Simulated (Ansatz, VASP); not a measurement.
## One calculation of Si3C2, two programs

```xyz
10
Lattice="2.8970 0.0000 0.0000 -1.4485 2.5089 0.0000 0.0000 0.0000 14.3677" Properties=species:S:1:pos:R:3 pbc="T T T"
Si    1.4485    0.8363    1.1284
Si    1.4485    0.8363    3.5919
Si    1.4485    0.8363    6.0554
Si    0.0000    1.6726   10.7758
Si    0.0000    1.6726   13.2393
Si    0.0000    1.6726    8.3123
C     1.4485    0.8363   12.2080
C     1.4485    0.8363    9.3436
C     0.0000    1.6726    2.1598
C     0.0000    1.6726    5.0241
```

Alike in both runs: functional PBE; k mesh 12 × 12 × 4; occupations gaussian, width 0.1 eV; no spin polarisation.

Ansatz relaxed the structure, and its values are those at the end. VASP's run is a single point on that final structure, the one shown.

|  | VASP | Ansatz |
| --- | --- | --- |
| version | VASP 6.6.1 | Ansatz 0.2.0 |
| potentials or method | VASP PAW PBE potentials, release 64 (Si, C), cutoff 520 eV | scalar-relativistic, plane waves, PAW |
| valence electrons in the cell | 40 | 40 |

Ansatz gave:

```
gap on the k mesh at the Fermi level (eV) : none
pressure (GPa)                            : 0.0
rms of the force components (eV/Å)        : 0.002
```

What did VASP give for the same quantities?

gap on the k mesh at the Fermi level (eV): none; pressure (GPa): 0.0; rms of the force components (eV/Å): 0.004.

A gap of «none» marks a metal or a gap that the smearing closes. The functional is the same, so the differences come from potentials, cutoffs and numerics.
